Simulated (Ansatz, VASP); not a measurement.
One calculation of CaHfTe3, two programs

```
Ca Hf Te
1.0
     5.58422    0.00000    0.00000
     0.00000    5.58422    0.00000
     0.00000    0.00000    5.58422
Ca Hf Te
1 1 3
Direct
  0.00000 0.00000 0.00000
  0.50000 0.50000 0.50000
  0.00000 0.50000 0.50000
  0.50000 0.00000 0.50000
  0.50000 0.50000 0.00000
```

Alike in both runs: task relaxation of cell and atoms; functional PBE; k mesh 8 × 8 × 8; occupations gaussian, width 0.1 eV; no spin polarisation.

|  | VASP | Ansatz |
| --- | --- | --- |
| version | VASP 6.6.1 | Ansatz 0.2.0 |
| potentials or method | VASP PAW PBE potentials, release 64 (Ca_sv, Hf_pv, Te), cutoff 600 eV | scalar-relativistic, plane waves, PAW |
| valence electrons in the cell | 38 | 84 |

Ansatz gave:

* gap on the k mesh at the Fermi level, each at its own relaxed structure (eV): none
* relaxed volume (Å³/atom): 35.10
* relaxed length of the cell vector where the two differ most in proportion (Å): 5.599

Q: Which values does VASP return?

A: gap on the k mesh at the Fermi level, each at its own relaxed structure (eV): none; relaxed volume (Å³/atom): 35.01; relaxed length of the cell vector where the two differ most in proportion (Å): 5.594.

A gap of «none» marks a metal or a gap that the smearing closes. VASP's potentials hold 38 valence electrons a cell and Ansatz's 84, so a difference there can come from the potentials and not from the codes.

Spin-orbit coupling is off throughout.
